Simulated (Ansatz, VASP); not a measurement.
One calculation of TaN, two programs

```
Ta N
1.0
     3.02614    0.00000    0.00000
    -1.51307    2.46805    0.00000
     0.00000    0.00000    2.88300
Ta N
1 1
Cartesian
  0.0000 1.6454 1.4415
  0.0000 0.0000 0.0000
```

Change from the starting cell: strain +0.0300 x Voigt [1, -1, 0, 0, 0, 0], atoms carried along.

Alike in both runs: task single point; functional PBE; k mesh 18 × 18 × 16; occupations gaussian, width 0.15 eV; no spin polarisation.

|  | VASP | Ansatz |
| --- | --- | --- |
| version | VASP 6.6.1 | Ansatz 0.2.0 |
| potentials or method | VASP PAW PBE potentials, release 64 (Ta_pv, N), cutoff 520 eV | scalar-relativistic, plane waves, PAW |
| valence electrons in the cell | 16 | 18 |

|  | VASP | Ansatz | Ansatz less VASP |
| --- | --- | --- | --- |
| gap on the k mesh at the Fermi level (eV) | none | none | - |
| pressure (GPa) | 6.4 | 5.6 | -0.71 |
| traceless stress, the component that is largest in VASP (GPa) | -13.73 | -13.65 | +0.079 |
| rms of the force components (eV/Å) | 0.093 | 0.088 | -0.0043 |

Atom by atom the forces differ by 0.004 eV/Å (rms over components). A gap of «none» marks a metal or a gap that the smearing closes. The functional is the same, so the differences come from potentials, cutoffs and numerics. VASP's potentials hold 16 valence electrons a cell and Ansatz's 18, so a difference there can come from the potentials and not from the codes.

Spin-orbit coupling is off throughout.
